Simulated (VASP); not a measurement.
Input of a VASP 6.6.1 run:

Contents of INCAR:

```
PREC     = Accurate       # precision mode
ENCUT    = 520            # plane-wave cutoff, eV
EDIFF    = 1E-6           # SCF threshold, eV
ISMEAR   = -1             # smearing method
SIGMA    = 0.05           # smearing width, eV
LREAL    = F              # projectors in reciprocal space
LASPH    = T              # aspherical terms in the spheres
NELM     = 100            # most SCF steps
ALGO     = Normal         # electronic algorithm
ISIF     = 2              # what is computed and relaxed
LWAVE    = F              # write WAVECAR
LCHARG   = F              # write CHGCAR
GGA      = PE             # functional
NBANDS   = 8              # bands
```

KPOINTS

```
Automatic mesh
0
Gamma
  22 22 22
```

The input POSCAR:

```
B
1.0
    1.5892094711      0.0000000000      0.0000000000
    0.0000000000      1.5892094711      0.0000000000
    0.0000000000      0.0000000000      1.5892094711
B
1
Direct
    0.0000000000      0.0000000000      0.0000000000
```

Potentials or basis: VASP PAW PBE potentials, release 64 (B).

Run with:

```console
$ cat potpaw_PBE.64/B/POTCAR > POTCAR
$ mpirun -np 1 vasp_std > vasp.out
```

**Question.** Predict the pressure.

**Answer.** 295.0 GPa.
